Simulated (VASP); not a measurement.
# Si4O7F (a cell with a defect) in VASP: single point with LDA

Aim: the single point of Si4O7F (a cell with a defect) with LDA.

Program: VASP 6.6.1. These are calculated values, not measurements. Logs are shortened: lines on timing, memory, paths and dates and some standing lists are left out, and cuts for length are marked.

## (1) The cell of the first run

The cell holds a defect, 12 atoms: a = 4.177 Å, b = 4.177 Å, c = 5.330 Å, α = 90.00°, β = 90.00°, γ = 90.00°.

## (2) Single point, LDA

INCAR

```
SYSTEM = Si4O7F
PREC = Accurate ; ENCUT = 520
EDIFF = 1E-6 ; ISMEAR = -1
SIGMA = 0.05 ; LREAL = .False.
LASPH = .True. ; NELM = 120
ALGO = Normal ; ISIF = 2
LWAVE = .False. ; LCHARG = .False.
GGA = CA ; NBANDS = 44
GGA_COMPAT = .False.
```

KPOINTS

```
regular mesh
0
Gamma
  2 2 2
  0 0 0
```

POSCAR

```
Si4O7F
1.0
    4.1773000000      0.0000000000      0.0000000000
    0.0000000000      4.1773000000      0.0000000000
    0.0000000000      0.0000000000      5.3304000000
Si F O
4 1 7
Direct
    0.0000000000      0.0000000000      0.0000000000
    0.5000000000      0.5000000000      0.2500000000
    0.0000000000      0.0000000000      0.5000000000
    0.5000000000      0.5000000000      0.7500000000
    0.3059000000      0.3059000000      0.0000000000
    0.1941000000      0.8059000000      0.2500000000
    0.6941000000      0.6941000000      0.0000000000
    0.8059000000      0.1941000000      0.2500000000
    0.3059000000      0.3059000000      0.5000000000
    0.1941000000      0.8059000000      0.7500000000
    0.6941000000      0.6941000000      0.5000000000
    0.8059000000      0.1941000000      0.7500000000
```

Potentials or basis: VASP PAW LDA potentials, release 64 (Si, F, O).

The run is started by

```bash
cat potpaw_LDA.64/Si/POTCAR potpaw_LDA.64/F/POTCAR potpaw_LDA.64/O/POTCAR > POTCAR
mpirun -np 1 vasp_std > vasp.out
```

OUTCAR:

```text
SYSTEM = Si4O7F
   PREC = Accurate
   ENCUT = 520
   EDIFF = 1E-6
   ISMEAR = -1
   LREAL = .False.
   LASPH = .True.
   NELM = 120
   ISIF = 2
   GGA = CA

 ion  position               nearest neighbor table
   1  0.000  0.000  0.000-   6 1.76   8 1.76  10 1.76  12 1.76   7 1.81   5 1.81   3 2.67   3 2.67

   2  0.500  0.500  0.250-   5 1.76   7 1.76   9 1.76  11 1.76   6 1.81   8 1.81   4 2.67   4 2.67

   3  0.000  0.000  0.500-   6 1.76   8 1.76  10 1.76  12 1.76  11 1.81   9 1.81   1 2.67   1 2.67

   4  0.500  0.500  0.750-   5 1.76   7 1.76   9 1.76  11 1.76  10 1.81  12 1.81   2 2.67   2 2.67

   5  0.306  0.306  0.000-   2 1.76   4 1.76   1 1.81
   6  0.194  0.806  0.250-   1 1.76   3 1.76   2 1.81
   7  0.694  0.694  0.000-   2 1.76   4 1.76   1 1.81
   8  0.806  0.194  0.250-   1 1.76   3 1.76   2 1.81
   9  0.306  0.306  0.500-   2 1.76   4 1.76   3 1.81
  10  0.194  0.806  0.750-   1 1.76   3 1.76   4 1.81
  11  0.694  0.694  0.500-   2 1.76   4 1.76   3 1.81
  12  0.806  0.194  0.750-   1 1.76   3 1.76   4 1.81

  LATTYP: Found a simple tetragonal cell.
 ALAT       =     4.1773000000
 C/A-ratio  =     1.2760395471

  Lattice vectors:

 A1 = (   4.1773000000,   0.0000000000,   0.0000000000)
 A2 = (   0.0000000000,   4.1773000000,   0.0000000000)
 A3 = (   0.0000000000,   0.0000000000,   5.3304000000)

Analysis of symmetry for initial positions (statically):
=====================================================================
 Subroutine PRICEL returns:
 Original cell was already a primitive cell.

 Routine SETGRP: Setting up the symmetry group for a
 simple tetragonal supercell.

 Subroutine GETGRP returns: Found  4 space group operations
 (whereof  4 operations were pure point group operations)
 out of a pool of 16 trial point group operations.

The static configuration has the point symmetry C_2v.

Analysis of symmetry for dynamics (positions and initial velocities):
=====================================================================
 Subroutine PRICEL returns:
 Original cell was already a primitive cell.

 Routine SETGRP: Setting up the symmetry group for a
 simple tetragonal supercell.

 Subroutine GETGRP returns: Found  4 space group operations
 (whereof  4 operations were pure point group operations)
 out of a pool of 16 trial point group operations.

The dynamic configuration has the point symmetry C_2v.

 Subroutine INISYM returns: Found  4 space group operations
 (whereof  4 operations are pure point group operations),
 and found     1 'primitive' translations

----------------------------------------------------------------------------------------

                                     Primitive cell

  volume of cell :      93.0146

  direct lattice vectors                    reciprocal lattice vectors
     4.177300000  0.000000000  0.000000000     0.239389079  0.000000000  0.000000000
     0.000000000  4.177300000  0.000000000     0.000000000  0.239389079  0.000000000
     0.000000000  0.000000000  5.330400000     0.000000000  0.000000000  0.187603182

  length of vectors
     4.177300000  4.177300000  5.330400000     0.239389079  0.239389079  0.187603182

  position of ions in fractional coordinates (direct lattice)
     0.000000000  0.000000000  0.000000000
     0.500000000  0.500000000  0.250000000
     0.000000000  0.000000000  0.500000000
     0.500000000  0.500000000  0.750000000
     0.305900000  0.305900000  0.000000000
     0.194100000  0.805900000  0.250000000
     0.694100000  0.694100000  0.000000000
     0.805900000  0.194100000  0.250000000
     0.305900000  0.305900000  0.500000000
     0.194100000  0.805900000  0.750000000
     0.694100000  0.694100000  0.500000000
     0.805900000  0.194100000  0.750000000

  ion indices of the primitive-cell ions
   primitive index   ion index
                 1           1
                 2           2
                 3           3
                 4           4
                 5           5
                 6           6
                 7           7
                 8           8
                 9           9
                10          10
                11          11
                12          12

----------------------------------------------------------------------------------------

 KPOINTS: regular mesh

Automatic generation of k-mesh.
 Grid dimensions read from file:
 generate k-points for:    2    2    2

 Generating k-lattice:

  Cartesian coordinates                     Fractional coordinates (reciprocal lattice)
     0.119694540  0.000000000  0.000000000     0.500000000  0.000000000  0.000000000
     0.000000000  0.119694540  0.000000000     0.000000000  0.500000000  0.000000000
     0.000000000  0.000000000  0.093801591     0.000000000  0.000000000  0.500000000

  Length of vectors
     0.119694540  0.119694540  0.093801591

  Shift w.r.t. Gamma in fractional coordinates (k-lattice)
     0.000000000  0.000000000  0.000000000

 Subroutine IBZKPT returns following result:
 ===========================================

 Found      6 irreducible k-points:

 Following reciprocal coordinates:
            Coordinates               Weight
  0.000000  0.000000  0.000000      1.000000
  0.500000  0.000000  0.000000      2.000000
  0.500000  0.500000  0.000000      1.000000
  0.000000  0.000000  0.500000      1.000000
  0.500000  0.000000  0.500000      2.000000
  0.500000  0.500000  0.500000      1.000000
   k-points           NKPTS =      6   k-points in BZ     NKDIM =      6   number of bands    NBANDS=     44
   number of dos      NEDOS =    301   number of ions     NIONS =     12
   total plane-waves  NPLWV =  40960
   dimension x,y,z NGX =    32 NGY =   32 NGZ =   40
   dimension x,y,z NGXF=    64 NGYF=   64 NGZF=   80
   ions per type =               4   1   7
   NGX,Y,Z   is equivalent  to a cutoff of  12.74, 12.74, 12.48 a.u.
   NGXF,Y,Z  is equivalent  to a cutoff of  25.47, 25.47, 24.95 a.u.
 SYSTEM =  Si4O7F
   PREC   = accura    normal or accurate (medium, high low for compatibility)
   ISTART =      0    job   : 0-new  1-cont  2-samecut
   ICHARG =      2    charge: 1-file 2-atom 10-const
   ISPIN  =      1    spin polarized calculation?
   LNONCOLLINEAR =      F non collinear calculations
   LSORBIT =      F    spin-orbit coupling
   LASPH  =      T    aspherical Exc in radial PAW
   ENCUT  =  520.0 eV  38.22 Ry    6.18 a.u.   7.77  7.77  9.91*2*pi/ulx,y,z
   NELM   =    120;   NELMIN=  2; NELMDL= -5     # of ELM steps
   EDIFF  = 0.1E-05   stopping-criterion for ELM
   LREAL  =      F    real-space projection
   EDIFFG = 0.1E-04   stopping-criterion for IOM
   NSW    =      0    number of steps for IOM
   IBRION =     -1    ionic relax: 0-MD 1-quasi-New 2-CG
   NFREE  =      0    steps in history (QN), initial steepest desc. (CG)
   ISIF   =      2    stress and relaxation
   ISYM   =      2    0-nonsym 1-usesym 2-fastsym
   POTIM  = 0.5000    time-step for ionic-motion
   TEBEG  =    0.0;   TEEND  =   0.0 temperature during run
   PSTRESS=    0.0 pullay stress
   NELECT =      65.0000    total number of electrons
   NUPDOWN=      -1.0000    fix difference up-down
   EMIN   =  10.00;   EMAX   =-10.00  energy-range for DOS
   EFERMI =   0.00;   METHOD = LEGACY
   ISMEAR =    -1;   SIGMA  =   0.05  broadening in eV -4-tet -1-fermi 0-gaus
   EFERMI_NEDOS =   21; number of points for ismear=-14 and -15
   IALGO  =     38    algorithm
   IMIX   =      4    mixing-type and parameters
     AMIX     =   0.40;   BMIX     =  1.00
     AMIX_MAG =   1.60;   BMIX_MAG =  1.00
  volume/ion in A,a.u.               =       7.75        52.31
  Fermi-wavevector in a.u.,A,eV,Ry     =   1.452766  2.745329 28.715478  2.110528
  Thomas-Fermi vector in A             =   2.570110
   LORBIT       =      0    0 simple, 1 ext, 2 COOP (PROOUT), +10 PAW based schemes
   GGA     = CA    functional components
   LHFCALC =     F    Hartree Fock is set to
   AEXX    =    0.0000 exact exchange contribution
   IVDW    =     0    specifies the selected vdW correction
   LEPSILON=     F    determine dielectric tensor
   LRPA    =     F    only Hartree local field effects (RPA)
 non-spin polarized calculation
  energy-cutoff  :      520.00
  volume of cell :       93.01
 maximum number of plane-waves:      2508
 NGX is ok and might be reduce to    32
   NGX = 15   NGY = 15   NGZ = 19

 number of electron      64.9999945 magnetization

 Free energy of the ion-electron system (eV)
  ---------------------------------------------------
  ext. energy  EPLUGINS =         0.00000000
  ---------------------------------------------------
  free energy    TOTEN  =       -94.80976635 eV

  energy without entropy =      -94.77960874  energy(sigma->0) =      -94.79468754

 E-fermi :  14.5720     XC(G=0): -12.7466

 val. band max:       14.5567416945   @ k =   0.5000   0.0000   0.0000
 cond. band min:      14.6601984189   @ k =   0.0000   0.0000   0.5000
 fundamental gap:      0.1034567245
 Fermi energy:        14.5719795199

 k-point     1 :       0.0000    0.0000    0.0000
  band No.  band energies     occupation
      1     -19.2811      2.00000
      2     -13.5809      2.00000
      3     -11.4406      2.00000
      4     -11.0245      2.00000
      5     -10.4526      2.00000
      6     -10.2356      2.00000
[... 36 lines left out ...]
     43      20.1079      0.00000
     44      20.3215      0.00000

 k-point     2 :       0.5000    0.0000    0.0000
  band No.  band energies     occupation
      1     -19.2337      2.00000
      2     -12.9262      2.00000
      3     -12.1891      2.00000
      4     -11.1396      2.00000
      5     -10.6714      2.00000
      6      -9.9223      2.00000
[... 180 lines left out ...]
 k-point     6 :       0.5000    0.5000    0.5000
  band No.  band energies     occupation
      1     -19.1948      2.00000
      2     -11.8526      2.00000
      3     -11.7729      2.00000
      4     -11.6026      2.00000
      5     -11.1965      2.00000
      6     -10.4306      2.00000
[... 36 lines left out ...]
     43      20.4801      0.00000
     44      20.5300      0.00000

------------------------ aborting loop because EDIFF is reached ----------------------------------------

  FORCE on cell =-STRESS in cart. coord.  units (eV):
  Direction    XX          YY          ZZ          XY          YZ          ZX
  --------------------------------------------------------------------------------------
  -------------------------------------------------------------------------------------
  Total        8.2306550      8.2306550     16.4971914      5.0929338      0.0000000      0.0000000
  in kB      141.7731035    141.7731035    284.1642649     87.7258283      0.0000000      0.0000000
  external PRESSURE =     189.2368240 kB  Pullay stress =       0.0000000 kB

 VOLUME and BASIS-vectors are now :
 -----------------------------------------------------------------------------
  energy-cutoff  :      520.00
  volume of cell :       93.01
      direct lattice vectors                 reciprocal lattice vectors
     4.177300000  0.000000000  0.000000000     0.239389079  0.000000000  0.000000000
     0.000000000  4.177300000  0.000000000     0.000000000  0.239389079  0.000000000
     0.000000000  0.000000000  5.330400000     0.000000000  0.000000000  0.187603182

 POSITION                                       TOTAL-FORCE (eV/Angst)
 -----------------------------------------------------------------------------------
      0.00000      0.00000      0.00000        -2.583374     -2.583374      0.000000
      2.08865      2.08865      1.33260         1.913400      1.913400      3.646964
      0.00000      0.00000      2.66520        -0.147295     -0.147295      0.000000
      2.08865      2.08865      3.99780         1.913400      1.913400     -3.646964
      1.27784      1.27784      0.00000        -0.858728     -0.858728      0.000000
      0.81081      3.36649      1.33260         0.136407     -0.039194     -0.071561
      2.89946      2.89946      0.00000        -0.274389     -0.274389      0.000000
      3.36649      0.81081      1.33260        -0.039194      0.136407     -0.071561
      1.27784      1.27784      2.66520        -0.131787     -0.131787      0.000000
      0.81081      3.36649      3.99780         0.136407     -0.039194      0.071561
      2.89946      2.89946      2.66520        -0.025651     -0.025651      0.000000
      3.36649      0.81081      3.99780        -0.039194      0.136407      0.071561
 -----------------------------------------------------------------------------------
    total drift:                                0.000060      0.000060      0.000001

  FREE ENERGIE OF THE ION-ELECTRON SYSTEM (eV)
  ---------------------------------------------------
  free  energy   TOTEN  =       -94.8097663536 eV

  energy  without entropy=      -94.7796087356  energy(sigma->0) =      -94.79468754
```

Wall time 18 s (1 thread of Intel Xeon Platinum 8488C (Sapphire Rapids), shared host); peak memory 0.16 GiB.

What came out:

```yaml
Free_energy: -94.8098 eV
Pressure: 18.9 GPa
Largest_force: 4.541 eV/Å
Band_gap_on_the_k_mesh: zero (an odd number of electrons rules out a gap without spin polarisation)
```

Forces on the atoms (eV/Å):
```
Si  -2.583 -2.583  0.000
Si   1.913  1.913  3.647
Si  -0.147 -0.147  0.000
Si   1.913  1.913 -3.647
F   -0.859 -0.859  0.000
O    0.136 -0.039 -0.072
O   -0.274 -0.274  0.000
O   -0.039  0.136 -0.072
O   -0.132 -0.132  0.000
O    0.136 -0.039  0.072
O   -0.026 -0.026  0.000
O   -0.039  0.136  0.072
```

Stress tensor (GPa, compression positive):
```
14.18  8.77  0.00
 8.77 14.18  0.00
 0.00  0.00 28.42
```

Caveat: the k points lie up to 0.75 Å⁻¹ apart, too coarse for converged energies and pressures of a metal; an odd number of electrons without spin polarisation forces a metal; a magnetic or distorted state may lie lower.
